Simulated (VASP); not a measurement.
Wanted: the native input for a VASP 6.6.1 run.

```
Task                   : single point
Functional             : r2SCAN
Potentials or basis    : VASP PAW PBE potentials, release 64 (Sr_sv)
Cutoff                 : 520 eV
k mesh                 : 10 × 10 × 10
Occupations            : fermi-dirac, width 0.1 eV
Spin                   : no spin polarisation
Dipole correction      : no
Further INCAR settings : ALGO = Normal; EDIFF = 1e-06; NBANDS = 11
```

Sr:

```xyz
1
Lattice="0.0000 3.0268 3.0268 3.0268 0.0000 3.0268 3.0268 3.0268 0.0000" Properties=species:S:1:pos:R:3 pbc="T T T"
Sr    0.0000    0.0000    0.0000
```

These files were run (other wordings do the same):

POSCAR

```
Sr
1.0
    0.0000000000      3.0267972530      3.0267972530
    3.0267972530      0.0000000000      3.0267972530
    3.0267972530      3.0267972530      0.0000000000
Sr
1
Direct
    0.0000000000      0.0000000000      0.0000000000
```

INCAR.step1

```
SYSTEM = Sr
PREC = Accurate ; ENCUT = 520
ISMEAR = -1 ; SIGMA = 0.1
LREAL = .False. ; LASPH = .True.
NELM = 60 ; NBANDS = 11
GGA = PE ; ALGO = Normal
EDIFF = 1E-4 ; LWAVE = .True.
LCHARG = .False.
```

INCAR.step2

```
SYSTEM = Sr
PREC = Accurate ; ENCUT = 520
EDIFF = 1E-6 ; ISMEAR = -1
SIGMA = 0.1 ; LREAL = .False.
LASPH = .True. ; NELM = 60
ALGO = Normal ; ISIF = 2
LWAVE = .False. ; LCHARG = .False.
METAGGA = R2SCAN ; LMIXTAU = .True.
NBANDS = 11 ; ISTART = 1
```

KPOINTS

```
regular mesh
0
Gamma
  10 10 10
  0 0 0
```

Potentials or basis: VASP PAW PBE potentials, release 64 (Sr_sv).

The run is started by

```bash
$ cat potpaw_PBE.64/Sr_sv/POTCAR > POTCAR
$ cp INCAR.step1 INCAR
$ mpirun -np 1 vasp_std > vasp.out
$ cp INCAR.step2 INCAR
$ mpirun -np 1 vasp_std > vasp.out
```

Results of the run:

```json
{
 "Pressure": "0.3 GPa",
 "Band gap on the k mesh": "zero (bands 5 and 6 overlap by 0.09 eV)"
}
```

Caveat: the PAW data sets were made with another functional, which shifts forces and pressure a little.

It took 54 s on 1 thread of AMD EPYC 9R45 96-Core Processor (Zen 5), on a shared host, peak memory 0.17 GiB.
